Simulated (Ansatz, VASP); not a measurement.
## Cs2Ba in VASP and in Ansatz

```
CELL_PARAMETERS angstrom
0.00000 4.14420 4.14420
4.14420 0.00000 4.14420
4.14420 4.14420 0.00000
ATOMIC_POSITIONS crystal
Cs 0.75000 0.75000 0.75000
Cs 0.25000 0.25000 0.25000
Ba 0.00000 0.00000 0.00000
```

Alike in both runs: task single point; functional PBE; k mesh 4 × 4 × 4; occupations gaussian, width 0.1 eV; no spin polarisation.

```csv
,VASP,Ansatz
version,VASP 6.6.1,Ansatz 0.2.0
potentials or method,"VASP PAW PBE potentials, release 64 (Cs_sv, Ba_sv), cutoff 520 eV","scalar-relativistic, plane waves, PAW"
valence electrons in the cell,28,28
```

Ansatz gave:

- gap on the k mesh at the Fermi level (eV): none
- pressure (GPa): 4.1

Question: What did VASP give for the same quantities?

Answer: gap on the k mesh at the Fermi level (eV): none; pressure (GPa): 4.3.

A gap of «none» marks a metal or a gap that the smearing closes.

Spin-orbit coupling is off throughout.
